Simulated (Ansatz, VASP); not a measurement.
# Two plane-wave programs on Li6Tl2B

Contents of INCAR:

```
PREC     = Accurate       # precision mode
ENCUT    = 600            # plane-wave cutoff, eV
EDIFF    = 1E-6           # SCF threshold, eV
ISMEAR   = 0              # smearing method
SIGMA    = 0.1            # smearing width, eV
LREAL    = False          # projectors in reciprocal space
LASPH    = True           # aspherical terms in the spheres
NELM     = 60             # most SCF steps
ALGO     = Fast           # electronic algorithm
ISIF     = 3              # what is computed and relaxed
LWAVE    = False          # write WAVECAR
LCHARG   = False          # write CHGCAR
GGA      = PE             # functional
IBRION   = 2              # ionic algorithm
NSW      = 90             # ionic steps
EDIFFG   = -0.04          # ionic threshold
```

File KPOINTS:

```
Automatic mesh
0
Gamma
  4 4 4
```

POSCAR

```
Li6Tl2B
1.0
    0.0000000000      4.0501494400      4.0501494400
    4.0501494400      0.0000000000      4.0501494400
    4.0501494400      4.0501494400      0.0000000000
Li Tl B
6 2 1
Direct
    0.7550000000      0.2450000000      0.2450000000
    0.2450000000      0.7550000000      0.2450000000
    0.2450000000      0.7550000000      0.7550000000
    0.7550000000      0.2450000000      0.7550000000
    0.2450000000      0.2450000000      0.7550000000
    0.7550000000      0.7550000000      0.2450000000
    0.2500000000      0.2500000000      0.2500000000
    0.7500000000      0.7500000000      0.7500000000
    0.0000000000      0.0000000000      0.0000000000
```

Input for Ansatz:

```yaml
crystal:
  lattice:
    - [0.0, 4.05014944, 4.05014944]
    - [4.05014944, 0.0, 4.05014944]
    - [4.05014944, 4.05014944, 0.0]
  atoms:
    - { symbol: Li, position: [0.755, 0.245, 0.245] }
    - { symbol: Li, position: [0.245, 0.755, 0.245] }
    - { symbol: Li, position: [0.245, 0.755, 0.755] }
    - { symbol: Li, position: [0.755, 0.245, 0.755] }
    - { symbol: Li, position: [0.245, 0.245, 0.755] }
    - { symbol: Li, position: [0.755, 0.755, 0.245] }
    - { symbol: Tl, position: [0.25, 0.25, 0.25] }
    - { symbol: Tl, position: [0.75, 0.75, 0.75] }
    - { symbol: B, position: [0.0, 0.0, 0.0] }
basis:
  ecutwfc: 420
kpoints:
  mp_grid: { grid: [4, 4, 4] }
hamiltonian:
  xc: pbe
scf:
  occupations: { method: gaussian, width: 0.1 }
  lower_state_search: "off"
output:
  forces: true
  stress: true
  eigenvalues: true
relax:
  adjacent_minimum: "off"
  f_tol: 0.04
  max_steps: 70
  cell: { stress_tol: 0.4 }
```

Change from the starting cell: species swapped into the Tl2TeCl6 type (Fm-3m, No. 225).

Alike in both runs: task relaxation of cell and atoms; functional PBE; k mesh 4 × 4 × 4; occupations gaussian, width 0.1 eV; no spin polarisation.

|  | VASP | Ansatz |
| --- | --- | --- |
| version | VASP 6.6.1 | Ansatz 0.2.0 |
| potentials or method | VASP PAW PBE potentials, release 64 (Li_sv, Tl_d, B), cutoff 600 eV | scalar-relativistic, plane waves, PAW |
| valence electrons in the cell | 47 | 47 |

|  | VASP | Ansatz | Ansatz less VASP |
| --- | --- | --- | --- |
| gap on the k mesh at the Fermi level, each at its own relaxed structure (eV) | none | none | - |
| relaxed volume (Å³/atom) | 17.61 | 17.59 | -0.015 |
| relaxed cell length with the largest relative difference (Å) | 6.074 | 6.072 | -0.0018 |

A gap of «none» marks a metal or a gap that the smearing closes.

Spin-orbit coupling is off throughout. Noted on VASP's run: the cutoff is short for stress, so the pressure is rough; the volume moved by over 15 % at a fixed basis, so the end points are rough.
